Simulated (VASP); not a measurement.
Input of a VASP 6.6.1 run:

INCAR

```
SYSTEM = SnSe2
PREC = Accurate
ENCUT = 500
EDIFF = 1E-7
ISMEAR = 0
SIGMA = 0.02
LREAL = .False.
LASPH = .True.
NELM = 120
ALGO = Normal
ISIF = 4
LWAVE = .False.
LCHARG = .False.
GGA = PS
IBRION = 2
NSW = 50
EDIFFG = -0.01
GGA_COMPAT = .False.
NELMIN = 4
```

Contents of KPOINTS:

```
regular mesh
0
Gamma
  12 12 4
  0 0 0
```

Contents of POSCAR:

```
SnSe2
1.0
    3.8017611756      0.0000000000      0.0000000000
   -1.9008805878      3.2924217572      0.0000000000
    0.0000000000      0.0000000000      6.4606092341
Sn Se
1 2
Direct
    0.0000000000      0.0000000000      0.0000000000
    0.3333333333      0.6666666667      0.2411582703
    0.6666666667      0.3333333333      0.7588417297
```

Potentials or basis: VASP PAW PBE potentials, release 64 (Sn_d, Se).

Run with:

```console
$ cat potpaw_PBE.64/Sn_d/POTCAR potpaw_PBE.64/Se/POTCAR > POTCAR
$ mpirun -np 1 vasp_std > vasp.out
```

**Question.** What does it give for the band gap on the k mesh?

**Answer.** 0.64 eV, indirect (least direct gap 1.11 eV).

The path:
```tsv
step	energy change (eV)	largest force (eV/Å)	pressure (GPa)	volume (Å³)
1	0.0000	0.3666	1.33	80.87
2	-0.0096	0.1590	0.67	80.87
3	-0.0110	0.0415	0.31	80.87
4	-0.0131	0.0342	0.10	80.87
5	-0.0156	0.0145	-0.44	80.87
6	-0.0156	0.0139	-0.46	80.87
7	-0.0156	0.0040	-0.52	80.87
```

Caveat: the PAW data sets were made with another functional, which shifts forces and pressure a little; spin-orbit coupling is left out, which moves the levels of the heavy elements; this functional lacks dispersion, which binds the layers, so the pressure and a relaxed spacing across them are unreliable. A k mesh can miss the band edges.
